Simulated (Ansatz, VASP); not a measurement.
## KCl in VASP and in Ansatz

The input POSCAR:

```
KCl
1.0
    5.2898219085      0.0000000000      0.0000000000
   -2.6449109542      4.5811201542      0.0000000000
    0.0000000000      0.0000000000      6.1761409485
K Cl
2 2
Direct
    0.3333333333      0.6666666667     -0.0625000000
    0.6666666667      0.3333333333      0.4375000000
    0.3333333333      0.6666666667      0.4375000000
    0.6666666667      0.3333333333      0.9375000000
```

The input INCAR.step1:

```
SYSTEM = KCl
PREC     = Accurate       ! precision mode
ENCUT    = 520            ! plane-wave cutoff, eV
ISMEAR   = 0              ! smearing method
SIGMA    = 0.01           ! smearing width, eV
LREAL    = .FALSE.        ! projectors in reciprocal space
LASPH    = .TRUE.         ! aspherical terms in the spheres
NELM     = 80             ! most SCF steps
NBANDS   = 24             ! bands
GGA      = PE             ! functional
ALGO     = Normal         ! electronic algorithm
EDIFF    = 1E-4           ! SCF threshold, eV
LWAVE    = .TRUE.         ! write WAVECAR
LCHARG   = .FALSE.        ! write CHGCAR
```

File INCAR.step2:

```
SYSTEM = KCl
PREC     = Accurate       ! precision mode
ENCUT    = 520            ! plane-wave cutoff, eV
EDIFF    = 1E-7           ! SCF threshold, eV
ISMEAR   = 0              ! smearing method
SIGMA    = 0.01           ! smearing width, eV
LREAL    = .FALSE.        ! projectors in reciprocal space
LASPH    = .TRUE.         ! aspherical terms in the spheres
NELM     = 80             ! most SCF steps
ALGO     = Normal         ! electronic algorithm
ISIF     = 2              ! what is computed and relaxed
LWAVE    = .FALSE.        ! write WAVECAR
LCHARG   = .FALSE.        ! write CHGCAR
METAGGA  = R2SCAN         ! meta-GGA
LMIXTAU  = .TRUE.       
NBANDS   = 24             ! bands
ISTART   = 1
```

Contents of KPOINTS:

```
regular mesh
0
G
  6 6 4
  0 0 0
```

Input for Ansatz:

```yaml
crystal:
  lattice:
    - [5.2898219085, 0.0, 0.0]
    - [-2.6449109542, 4.5811201542, 0.0]
    - [0.0, 0.0, 6.1761409485]
  atoms:
    - { symbol: K, position: [0.3333333333, 0.6666666667, -0.0625] }
    - { symbol: K, position: [0.6666666667, 0.3333333333, 0.4375] }
    - { symbol: Cl, position: [0.3333333333, 0.6666666667, 0.4375] }
    - { symbol: Cl, position: [0.6666666667, 0.3333333333, 0.9375] }
kpoints:
  mp_grid: { grid: [6, 6, 4] }
hamiltonian:
  xc: r2scan
scf:
  occupations: { method: fixed }
  n_extra_bands: 5
output:
  forces: true
  stress: true
  eigenvalues: true
```

Alike in both runs: task single point; functional r2SCAN; k mesh 6 × 6 × 4; no spin polarisation.

|  | VASP | Ansatz |
| --- | --- | --- |
| version | VASP 6.6.1 | Ansatz 0.2.0 |
| potentials or method | VASP PAW PBE potentials, release 64 (K_sv, Cl) | plane waves, PAW |
| plane-wave cutoff (eV) | 520 | 500 |
| occupations | gaussian, width 0.01 eV | fixed |
| valence electrons in the cell | 32 | 32 |

```csv
,VASP,Ansatz,Ansatz less VASP
gap on the k mesh at the Fermi level (eV),5.40,5.40,-0.001
pressure (GPa),0.5,0.5,+0.02
"traceless stress, the component that is largest in VASP (GPa)",0.08,0.07,-0.003
```

VASP's potentials were made for PBE, not for r2SCAN.
